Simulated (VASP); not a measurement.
# Fe (P6_3/mmc) in VASP: further runs

Fe is run at these levels: LDA; tasks: single point.

All numbers are computed with VASP 6.6.1; they aren't measurements. Logs are shortened: lines on timing, memory, paths and dates and some standing lists are left out, and cuts for length are marked.

## (1) The cell of the first run

Symmetry: P6_3/mmc, No. 194, hexagonal system. Conventional cell: a = 2.376 Å, b = 2.376 Å, c = 3.750 Å, α = 90.00°, β = 90.00°, γ = 120.00°. Fe (site symmetry -6m2) has 12 Fe at 2.32 to 2.38 Å within 3.1 Å.

This isn't the form of Fe at room conditions, which is bcc.

## (2) Single point, LDA, collinear spin, ferromagnetic start (9.17 Å³/atom)

INCAR

```
SYSTEM = Fe
  PREC = Accurate
  ENCUT = 520
  EDIFF = 1E-6
  ISMEAR = -1
  SIGMA = 0.05
  LREAL = .False.
  LASPH = .True.
  NELM = 150
  ALGO = Normal
  ISIF = 2
  LWAVE = .False.
  LCHARG = .False.
  ISPIN = 2
  MAGMOM = 2.5 2.5
  LORBIT = 11
  LMAXMIX = 4
  GGA = CA
  NBANDS = 19
```

KPOINTS

```
Automatic mesh
0
Gamma
  17 17 9
  0 0 0
```

POSCAR

```
Fe
1.0
    2.3758385293      0.0000000000      0.0000000000
   -1.1879192647      2.0575365217      0.0000000000
    0.0000000000      0.0000000000      3.7501430941
Fe
2
Direct
    0.3333333333      0.6666666667      0.2500000000
    0.6666666667      0.3333333333      0.7500000000
```

Potentials or basis: VASP PAW LDA potentials, release 64 (Fe).

Started as:

```bash
> cat potpaw_LDA.64/Fe/POTCAR > POTCAR
> mpirun -np 1 vasp_std > vasp.out
```

OUTCAR:

```text
SYSTEM = Fe
   PREC = Accurate
   ENCUT = 520
   EDIFF = 1E-6
   ISMEAR = -1
   LREAL = .False.
   LASPH = .True.
   NELM = 150
   ISIF = 2
   ISPIN = 2
   LORBIT = 11
   GGA = CA

 ion  position               nearest neighbor table
   1  0.333  0.667  0.250-   2 2.32   2 2.32   2 2.32   2 2.32   2 2.32   2 2.32
   2  0.667  0.333  0.750-   1 2.32   1 2.32   1 2.32   1 2.32   1 2.32   1 2.32

  LATTYP: Found a hexagonal cell.
 ALAT       =     2.3758385293
 C/A-ratio  =     1.5784503231

  Lattice vectors:

 A1 = (   2.3758385293,   0.0000000000,   0.0000000000)
 A2 = (  -1.1879192647,   2.0575365217,   0.0000000000)
 A3 = (   0.0000000000,   0.0000000000,   3.7501430941)

Analysis of symmetry for initial positions (statically):
=====================================================================
 Subroutine PRICEL returns:
 Original cell was already a primitive cell.

 Routine SETGRP: Setting up the symmetry group for a
 hexagonal supercell.

 Subroutine GETGRP returns: Found 24 space group operations
 (whereof 12 operations were pure point group operations)
 out of a pool of 24 trial point group operations.

The static configuration has the point symmetry D_3d.
 The point group associated with its full space group is D_6h.

Analysis of symmetry for dynamics (positions and initial velocities):
=====================================================================
 Subroutine PRICEL returns:
 Original cell was already a primitive cell.

 Routine SETGRP: Setting up the symmetry group for a
 hexagonal supercell.

 Subroutine GETGRP returns: Found 24 space group operations
 (whereof 12 operations were pure point group operations)
 out of a pool of 24 trial point group operations.

The dynamic configuration has the point symmetry D_3d.
 The point group associated with its full space group is D_6h.

Analysis of structural, dynamic, and magnetic symmetry:
=====================================================================
 Subroutine PRICEL returns:
 Original cell was already a primitive cell.

 Routine SETGRP: Setting up the symmetry group for a
 hexagonal supercell.

 Subroutine GETGRP returns: Found 24 space group operations
 (whereof 12 operations were pure point group operations)
 out of a pool of 24 trial point group operations.

The overall configuration has the point symmetry D_3d.
 The point group associated with its full space group is D_6h.

 Subroutine INISYM returns: Found 24 space group operations
 (whereof 12 operations are pure point group operations),
 and found     1 'primitive' translations

----------------------------------------------------------------------------------------

                                     Primitive cell

  volume of cell :      18.3321

  direct lattice vectors                    reciprocal lattice vectors
     2.375838529  0.000000000  0.000000000     0.420904025  0.243009052  0.000000000
    -1.187919265  2.057536522  0.000000000     0.000000000  0.486018104  0.000000000
     0.000000000  0.000000000  3.750143094     0.000000000  0.000000000  0.266656491

  length of vectors
     2.375838529  2.375838529  3.750143094     0.486018104  0.486018104  0.266656491

  position of ions in fractional coordinates (direct lattice)
     0.333333333  0.666666667  0.250000000
     0.666666667  0.333333333  0.750000000

  ion indices of the primitive-cell ions
   primitive index   ion index
                 1           1
                 2           2

----------------------------------------------------------------------------------------

 KPOINTS: Automatic mesh

Automatic generation of k-mesh.
 Grid dimensions read from file:
 generate k-points for:   17   17    9

 Generating k-lattice:

  Cartesian coordinates                     Fractional coordinates (reciprocal lattice)
     0.024759060  0.014294650  0.000000000     0.058823529 -0.000000000  0.000000000
     0.000000000  0.028589300  0.000000000     0.000000000  0.058823529  0.000000000
     0.000000000  0.000000000  0.029628499     0.000000000  0.000000000  0.111111111

  Length of vectors
     0.028589300  0.028589300  0.029628499

  Shift w.r.t. Gamma in fractional coordinates (k-lattice)
     0.000000000  0.000000000  0.000000000

 Subroutine IBZKPT returns following result:
 ===========================================

 Found    165 irreducible k-points:

 Following reciprocal coordinates:
            Coordinates               Weight
  0.000000  0.000000  0.000000      1.000000
  0.058824 -0.000000  0.000000      6.000000
  0.117647  0.000000  0.000000      6.000000
  0.176471 -0.000000  0.000000      6.000000
  0.235294  0.000000  0.000000      6.000000
  0.294118 -0.000000  0.000000      6.000000
[... 16 lines left out ...]
  0.411765  0.117647  0.000000     12.000000
  0.176471  0.176471  0.000000      6.000000
 [... further k-points ...]
   k-points           NKPTS =    165   k-points in BZ     NKDIM =    165   number of bands    NBANDS=     19
   number of dos      NEDOS =    301   number of ions     NIONS =      2
   total plane-waves  NPLWV =   9072
   dimension x,y,z NGX =    18 NGY =   18 NGZ =   28
   dimension x,y,z NGXF=    36 NGYF=   36 NGZF=   56
   ions per type =               2
   NGX,Y,Z   is equivalent  to a cutoff of  12.60, 12.60, 12.41 a.u.
   NGXF,Y,Z  is equivalent  to a cutoff of  25.19, 25.19, 24.83 a.u.
 SYSTEM =  Fe
   PREC   = accura    normal or accurate (medium, high low for compatibility)
   ISTART =      0    job   : 0-new  1-cont  2-samecut
   ICHARG =      2    charge: 1-file 2-atom 10-const
   ISPIN  =      2    spin polarized calculation?
   LNONCOLLINEAR =      F non collinear calculations
   LSORBIT =      F    spin-orbit coupling
   LASPH  =      T    aspherical Exc in radial PAW
   ENCUT  =  520.0 eV  38.22 Ry    6.18 a.u.   4.42  4.42  6.97*2*pi/ulx,y,z
   NELM   =    150;   NELMIN=  2; NELMDL= -5     # of ELM steps
   EDIFF  = 0.1E-05   stopping-criterion for ELM
   LREAL  =      F    real-space projection
   EDIFFG = 0.1E-04   stopping-criterion for IOM
   NSW    =      0    number of steps for IOM
   IBRION =     -1    ionic relax: 0-MD 1-quasi-New 2-CG
   NFREE  =      0    steps in history (QN), initial steepest desc. (CG)
   ISIF   =      2    stress and relaxation
   ISYM   =      2    0-nonsym 1-usesym 2-fastsym
   POTIM  = 0.5000    time-step for ionic-motion
   TEBEG  =    0.0;   TEEND  =   0.0 temperature during run
   PSTRESS=    0.0 pullay stress
   NELECT =      16.0000    total number of electrons
   NUPDOWN=      -1.0000    fix difference up-down
   EMIN   =  10.00;   EMAX   =-10.00  energy-range for DOS
   EFERMI =   0.00;   METHOD = LEGACY
   ISMEAR =    -1;   SIGMA  =   0.05  broadening in eV -4-tet -1-fermi 0-gaus
   EFERMI_NEDOS =   21; number of points for ismear=-14 and -15
   IALGO  =     38    algorithm
   IMIX   =      4    mixing-type and parameters
     AMIX     =   0.40;   BMIX     =  1.00
     AMIX_MAG =   1.60;   BMIX_MAG =  1.00
  volume/ion in A,a.u.               =       9.17        61.86
  Fermi-wavevector in a.u.,A,eV,Ry     =   1.564507  2.956489 33.302719  2.447681
  Thomas-Fermi vector in A             =   2.667120
   LORBIT       =     11    0 simple, 1 ext, 2 COOP (PROOUT), +10 PAW based schemes
   GGA     = CA    functional components
   LHFCALC =     F    Hartree Fock is set to
   AEXX    =    0.0000 exact exchange contribution
   IVDW    =     0    specifies the selected vdW correction
   LEPSILON=     F    determine dielectric tensor
   LRPA    =     F    only Hartree local field effects (RPA)
 spin polarized calculation
  energy-cutoff  :      520.00
  volume of cell :       18.33
 maximum number of plane-waves:       512
 NGX is ok and might be reduce to    18
   NGX =  9   NGY =  9   NGZ = 13

 number of electron      16.0000001 magnetization      -0.0021670

 number of electron      16.0000001 magnetization       0.0024853

 Free energy of the ion-electron system (eV)
  ---------------------------------------------------
  ext. energy  EPLUGINS =         0.00000000
  ---------------------------------------------------
  free energy    TOTEN  =       -18.79824130 eV

  energy without entropy =      -18.77925425  energy(sigma->0) =      -18.78874777

 E-fermi :   8.0620     XC(G=0): -14.6982

 val. band max:        8.0615436206   @ k =   0.4706   0.0588   0.3333
 cond. band min:       8.0642981483   @ k =   0.2941  -0.0000   0.2222
 fundamental gap:      0.0027545276
 Fermi energy:         8.0620315077

 spin component 1

 k-point     1 :       0.0000    0.0000    0.0000
  band No.  band energies     occupation
      1      -1.4182      1.00000
      2       2.4349      1.00000
      3       6.1024      1.00000
      4       6.1024      1.00000
      5       6.2694      1.00000
      6       6.6582      1.00000
[... 11 lines left out ...]
     18      36.1692      0.00000
     19      37.0213      0.00000
[... 485 lines left out ...]
 k-point    24 :       0.1765    0.1765    0.0000
  band No.  band energies     occupation
      1       1.7921      1.00000
      2       3.8485      1.00000
      3       4.2173      1.00000
      4       4.3823      1.00000
      5       5.8371      1.00000
      6       6.3021      1.00000
[... 11 lines left out ...]
     18      32.9562      0.00000
     19      33.9089      0.00000

 [... further k-points ...]

 spin component 2

 k-point     1 :       0.0000    0.0000    0.0000
  band No.  band energies     occupation
      1      -1.4179      1.00000
      2       2.4354      1.00000
      3       6.1032      1.00000
      4       6.1032      1.00000
      5       6.2701      1.00000
      6       6.6590      1.00000
[... 11 lines left out ...]
     18      36.1696      0.00000
     19      37.0217      0.00000
[... 485 lines left out ...]
 k-point    24 :       0.1765    0.1765    0.0000
  band No.  band energies     occupation
      1       1.7923      1.00000
      2       3.8491      1.00000
      3       4.2179      1.00000
      4       4.3830      1.00000
      5       5.8378      1.00000
      6       6.3029      1.00000
[... 11 lines left out ...]
     18      32.9566      0.00000
     19      33.9092      0.00000

 [... further k-points ...]

------------------------ aborting loop because EDIFF is reached ----------------------------------------

  FORCE on cell =-STRESS in cart. coord.  units (eV):
  Direction    XX          YY          ZZ          XY          YZ          ZX
  --------------------------------------------------------------------------------------
  -------------------------------------------------------------------------------------
  Total        1.6974795      1.6974795      1.8015247     -0.0000000      0.0000000      0.0000000
  in kB      148.3552077    148.3552077    157.4484823     -0.0000000      0.0000000      0.0000000
  external PRESSURE =     151.3862992 kB  Pullay stress =       0.0000000 kB

 VOLUME and BASIS-vectors are now :
 -----------------------------------------------------------------------------
  energy-cutoff  :      520.00
  volume of cell :       18.33
      direct lattice vectors                 reciprocal lattice vectors
     2.375838529  0.000000000  0.000000000     0.420904025  0.243009052  0.000000000
    -1.187919265  2.057536522  0.000000000     0.000000000  0.486018104  0.000000000
     0.000000000  0.000000000  3.750143094     0.000000000  0.000000000  0.266656491

 POSITION                                       TOTAL-FORCE (eV/Angst)
 -----------------------------------------------------------------------------------
     -0.00000      1.37169      0.93754        -0.000000     -0.000000      0.000000
      1.18792      0.68585      2.81261         0.000000      0.000000      0.000000
 -----------------------------------------------------------------------------------
    total drift:                                0.000000     -0.000000     -0.000000

  FREE ENERGIE OF THE ION-ELECTRON SYSTEM (eV)
  ---------------------------------------------------
  free  energy   TOTEN  =       -18.7982413002 eV

  energy  without entropy=      -18.7792542456  energy(sigma->0) =      -18.78874777

 total charge

# of ion       s       p       d       tot
------------------------------------------
    1        0.593   0.748   6.474   7.814
    2        0.593   0.748   6.474   7.814
--------------------------------------------------
tot          1.185   1.495  12.947  15.628

 magnetization (x)

# of ion       s       p       d       tot
------------------------------------------
    1       -0.000  -0.000   0.000   0.000
    2       -0.000  -0.000   0.000   0.000
--------------------------------------------------
tot         -0.000  -0.000   0.001   0.001
```

Run time: 40 s. Hardware: 1 thread of Intel Xeon 6975P-C (Granite Rapids), shared host; peak memory 0.18 GiB.

What came out:

| Property | Result |
| --- | --- |
| Free energy | -18.7982 eV |
| Pressure | 15.1 GPa |
| Band gap on the k mesh | zero (filled and empty bands overlap) |
| Net moment | 0.00 μB per cell |
| Valence electrons inside the program's atomic spheres | Fe 7.81 |

Caveat: the cell stands under pressure.

[end of part 1 of 2]
